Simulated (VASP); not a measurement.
WSe2, 6 atoms in the cell. The cell holds a slab with vacuum, 6 atoms: a = 3.285 Å, b = 3.285 Å, c = 24.239 Å, α = 90.00°, β = 90.00°, γ = 120.00°.  This cell differs from its parent crystal: layers slid over each other.

- Program: VASP 6.6.1
- Task: single point
- Functional: PBE
- Dispersion: D3(BJ)
- Potentials or basis: VASP PAW PBE potentials, release 64 (Se, W_sv)
- Cutoff: 520 eV
- k mesh: 9 × 9 × 1
- Occupations: gaussian, width 0.05 eV
- Spin: no spin polarisation
- Dipole correction: yes
- Further INCAR settings: ALGO = Normal; EDIFF = 1e-06; NBANDS = 35

Potentials or basis: VASP PAW PBE potentials, release 64 (Se, W_sv).

Command:

```bash
$ cat potpaw_PBE.64/Se/POTCAR potpaw_PBE.64/W_sv/POTCAR > POTCAR
$ mpirun -np 1 vasp_std > vasp.out
```

Hardware: 1 thread of Intel(R) Xeon(R) 6975P-C (Granite Rapids), on a shared host.

Q: Estimate the wall time of this run.

A: It took 75 s on 1 thread of Intel(R) Xeon(R) 6975P-C (Granite Rapids) (shared host), peak memory 0.35 GiB. Counts: scf iterations 23, k points 12.
